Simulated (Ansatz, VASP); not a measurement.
**One calculation of ZnAu, two programs**

```
Au Zn
1.0
     3.12195    0.00000    0.00000
     0.00000    3.12195    0.00000
     0.00000    0.00000    3.12195
Au Zn
1 1
Direct
  0.00000 0.00000 0.00000
  0.50000 0.50000 0.50000
```

Alike in both runs: task single point; functional r2SCAN; k mesh 6 × 6 × 6; no spin polarisation.

|  | VASP | Ansatz |
| --- | --- | --- |
| version | VASP 6.6.1 | Ansatz 0.2.0 |
| potentials or method | VASP PAW PBE potentials, release 64 (Au, Zn), cutoff 520 eV | PAW plane waves |
| occupations | methfessel-paxton of order 1, width 0.01 eV | cold, width 0.01 eV |
| valence electrons in the cell | 23 | 31 |

Ansatz gave:

```
gap on the k mesh at the Fermi level (eV) : none
pressure (GPa)                            : 3.1
```

Question: Estimate VASP's values.

Answer: gap on the k mesh at the Fermi level (eV): none; pressure (GPa): 3.5.

VASP's potentials were made for PBE, not for r2SCAN. A gap of «none» marks a metal or a gap that the smearing closes. VASP's potentials hold 23 valence electrons a cell and Ansatz's 31, so a difference there can come from the potentials and not from the codes.

Spin-orbit coupling is off throughout.
